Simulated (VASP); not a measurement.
# LaY4F: single point with PBE

LaY4F:

```
La Y F
1.0
     0.00000    5.53619    5.53619
     5.53619    0.00000    5.53619
     5.53619    5.53619    0.00000
La Y F
1 4 1
Cartesian
  5.5362 5.5362 5.5362
  7.0857 7.0857 3.9867
  7.0857 3.9867 7.0857
  3.9867 7.0857 7.0857
  3.9867 3.9867 3.9867
  0.0000 0.0000 0.0000
```

| Property | Result |
| --- | --- |
| Program | VASP 6.6.1 |
| Task | single point |
| Functional | PBE |
| Potentials or basis | VASP PAW PBE potentials, release 64 (La, Y_sv, F) |
| Cutoff | 520 eV |
| k mesh | 6 × 6 × 6 |
| Occupations | gaussian, width 0.1 eV |
| Spin | no spin polarisation |
| Dipole correction | no |
| k mesh for the DOS | 9 × 9 × 9 |
| Occupations for the DOS | tetrahedron |
| Further INCAR settings | ALGO = Normal; EDIFF = 1e-06; NBANDS = 40 |

- Valence electrons inside the program's atomic spheres: La 9.40; Y 9.50; F 5.96

Levels at points of the mesh, in eV from the valence-band top:
```tsv
k point	band 27	band 28	band 29	band 30	band 31	band 32	band 33	band 34	band 35	band 36
(0.00, 0.00, 0.00)	-0.77	-0.38	-0.38	-0.38	-0.34	0.29	0.29	0.29	1.16	1.16
```

Run time: 12 min on 1 thread of Intel(R) Xeon(R) 6975P-C (Granite Rapids) (shared host), peak memory 0.79 GiB.

Caveat: spin-orbit coupling is left out, which moves the levels of the heavy elements.
